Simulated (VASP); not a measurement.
A run of VASP 6.6.1 is set up as follows.

Contents of INCAR:

```
PREC     = Accurate       # precision mode
ENCUT    = 600            # plane-wave cutoff, eV
EDIFF    = 1E-6           # SCF threshold, eV
ISMEAR   = 0              # smearing method
SIGMA    = 0.01           # smearing width, eV
LREAL    = False          # projectors in reciprocal space
LASPH    = True           # aspherical terms in the spheres
NELM     = 120            # most SCF steps
ALGO     = Normal         # electronic algorithm
ISIF     = 2              # what is computed and relaxed
LWAVE    = False          # write WAVECAR
LCHARG   = False          # write CHGCAR
GGA      = PS             # functional
NBANDS   = 35             # bands
GGA_COMPAT= False
```

Contents of KPOINTS:

```
Automatic mesh
0
Gamma
  4 4 6
```

POSCAR

```
ZnF2
1.0
    4.7172036547      0.0000000000      0.0000000000
    0.0000000000      4.7172036547      0.0000000000
    0.0000000000      0.0000000000      3.1286240724
Zn F
2 4
Direct
    0.0000000000      0.0000000000      0.0000000000
    0.5000000000      0.5000000000      0.5000000000
    0.3038365005      0.3038365005      0.0000000000
    0.1961634995      0.8038365005      0.5000000000
    0.6961634995      0.6961634995      0.0000000000
    0.8038365005      0.1961634995      0.5000000000
```

Potentials or basis: VASP PAW PBE potentials, release 64 (Zn, F).

Run with:

```sh
$ cat potpaw_PBE.64/Zn/POTCAR potpaw_PBE.64/F/POTCAR > POTCAR
$ mpirun -np 1 vasp_std > vasp.out
```

(1) Predict the pressure.

(2) Predict the band gap on the k mesh.

Results:

(1) 0.6 GPa.

(2) 3.37 eV, direct.

Caveat: the PAW data sets were made with another functional, which shifts forces and pressure a little.
